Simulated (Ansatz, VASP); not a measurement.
**One calculation of Zn, two programs**

Contents of INCAR:

```
PREC = Accurate
ENCUT = 500
EDIFF = 1E-6
ISMEAR = 0
SIGMA = 0.1
LREAL = False
LASPH = True
NELM = 120
ALGO = Normal
ISIF = 2
LWAVE = False
LCHARG = False
GGA = PE
NBANDS = 19
GGA_COMPAT = False
```

KPOINTS

```
regular mesh
0
Gamma
  9 9 4
```

POSCAR

```
Zn
1.0
    2.5724398596      0.0000000000      0.0000000000
   -1.2862199298      2.2277982681      0.0000000000
    0.0000000000      0.0000000000      5.1573486536
Zn
2
Direct
    0.3333333333      0.6666666667      0.2500000000
    0.6666666667      0.3333333333      0.7500000000
```

Input for Ansatz:

```yaml
crystal:
  lattice:
    - [2.5724398596, 0.0, 0.0]
    - [-1.2862199298, 2.2277982681, 0.0]
    - [0.0, 0.0, 5.1573486536]
  atoms:
    - { symbol: Zn, position: [0.3333333333, 0.6666666667, 0.25] }
    - { symbol: Zn, position: [0.6666666667, 0.3333333333, 0.75] }
basis:
  ecutwfc: 420
kpoints:
  mp_grid: { grid: [9, 9, 4] }
hamiltonian:
  xc: pbe
scf:
  occupations: { method: gaussian, width: 0.1 }
output:
  forces: true
  stress: true
  eigenvalues: true
```

Alike in both runs: task single point; functional PBE; k mesh 9 × 9 × 4; occupations gaussian, width 0.1 eV; no spin polarisation.

|  | VASP | Ansatz |
| --- | --- | --- |
| version | VASP 6.6.1 | Ansatz 0.2.0 |
| potentials or method | VASP PAW PBE potentials, release 64 (Zn), cutoff 500 eV | scalar-relativistic, plane waves, PAW |
| valence electrons in the cell | 24 | 24 |

Ansatz gave:

```
gap on the k mesh at the Fermi level (eV)                     : none
pressure (GPa)                                                : 4.3
traceless stress, the component that is largest in VASP (GPa) : 0.92
```

Question: What did VASP give for the same quantities?

Answer: gap on the k mesh at the Fermi level (eV): none; pressure (GPa): 4.7; traceless stress, the component that is largest in VASP (GPa): 0.69.

A gap of «none» marks a metal or a gap that the smearing closes. The functional is the same, so the differences come from potentials, cutoffs and numerics.
